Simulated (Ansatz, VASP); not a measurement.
## Y3Si2F: VASP beside Ansatz

```
CELL_PARAMETERS angstrom
7.17925 0.00000 0.00000
-3.58963 6.21741 0.00000
0.00000 0.00000 3.92846
ATOMIC_POSITIONS crystal
Y 0.00000 0.50000 0.02834
Y 0.50000 0.00000 0.02834
Y 0.50000 0.50000 0.02834
Si 0.66667 0.33333 0.52832
Si 0.33333 0.66667 0.52832
F 0.00000 0.00000 0.02835
```

Change from the starting cell: species swapped into the NaSn2Pd3 type (P6mm, No. 183).

Alike in both runs: functional PBE; k mesh 6 × 6 × 4; occupations gaussian, width 0.1 eV; no spin polarisation.

Ansatz relaxed the structure, and its values are those at the end. VASP's run is a single point on that final structure, the one shown.

|  | VASP | Ansatz |
| --- | --- | --- |
| version | VASP 6.6.1 | Ansatz 0.2.0 |
| potentials or method | VASP PAW PBE potentials, release 64 (Y_sv, Si, F), cutoff 520 eV | scalar-relativistic, plane waves, PAW |
| valence electrons in the cell | 48 | 48 |

```tsv
	VASP	Ansatz	Ansatz less VASP
gap on the k mesh at the Fermi level (eV)	none	none	-
pressure (GPa)	0.0	0.0	+0.06
```

A gap of «none» marks a metal or a gap that the smearing closes. With one functional, cell and mesh, what is left measures potentials, basis and numerics.

The k mesh is coarse, so the values compare programs but aren't converged.
